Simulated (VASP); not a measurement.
Wanted: the native input for a VASP 6.6.1 run.

- Task: relaxation of cell and atoms
- Functional: PBE
- Potentials or basis: VASP PAW PBE potentials, release 64 (Ta_pv, Ge_d, W_sv)
- Cutoff: 600 eV
- k mesh: 6 × 6 × 2
- Occupations: gaussian, width 0.1 eV
- Spin: no spin polarisation
- Dipole correction: no
- Further INCAR settings: ALGO = Normal; EDIFF = 1e-06; IBRION = 2; EDIFFG = -0.04; NSW = 90; ISIF = 3

The structure of TaGe3W2 lies in POSCAR:

```
TaGe3W2
1.0
    3.6424621079      0.0000000000      0.0000000000
    0.0000000000      3.6424621079      0.0000000000
    0.0000000000      0.0000000000     10.0580134966
Ta Ge W
1 3 2
Direct
    0.0000000000      0.0000000000      0.0000000000
    0.0000000000      0.0000000000      0.2591444815
    0.0000000000      0.0000000000      0.7408555185
    0.5000000000      0.5000000000      0.0000000000
    0.0000000000      0.0000000000      0.5000000000
    0.5000000000      0.5000000000      0.5000000000
```

The cell was built from a structure type or drawn by symmetry, and may not be a known phase.

One way to write it, as run:

INCAR

```
SYSTEM = TaGe3W2
ALGO = Normal
EDIFF = 1E-6
EDIFFG = -0.04
ENCUT = 600
GGA = PE
IBRION = 2
ISIF = 3
ISMEAR = 0
LASPH = .True.
LCHARG = .False.
LREAL = .False.
LWAVE = .False.
NELM = 60
NSW = 90
PREC = Accurate
SIGMA = 0.1
```

KPOINTS

```
k-points
0
Gamma
  6 6 2
  0 0 0
```

Potentials or basis: VASP PAW PBE potentials, release 64 (Ta_pv, Ge_d, W_sv).

Run with:

```bash
$ cat potpaw_PBE.64/Ta_pv/POTCAR potpaw_PBE.64/Ge_d/POTCAR potpaw_PBE.64/W_sv/POTCAR > POTCAR
$ mpirun -np 1 vasp_std > vasp.out
```

Results of the run:

```
Relaxed volume                        : 22.19 Å³/atom
Relaxed cell                          : a = 3.641 Å, b = 3.641 Å, c = 10.044 Å, α = 90.00°, β = 90.00°, γ = 90.00°
Space group after relaxing (to 0.1 Å) : P4/mmm (No. 123)
Energy gained by relaxing             : 1.5 meV/atom
Ionic steps                           : 5
Pressure after relaxing               : 0.0 GPa
Band gap on the k mesh                : zero (an odd number of electrons rules out a gap without spin polarisation)
```

Caveat: spin-orbit coupling is left out, which moves the levels of the heavy elements.

Wall time 7.7 min on 1 thread of AMD EPYC 9R14 (Zen 4), on a shared host, peak memory 0.33 GiB.
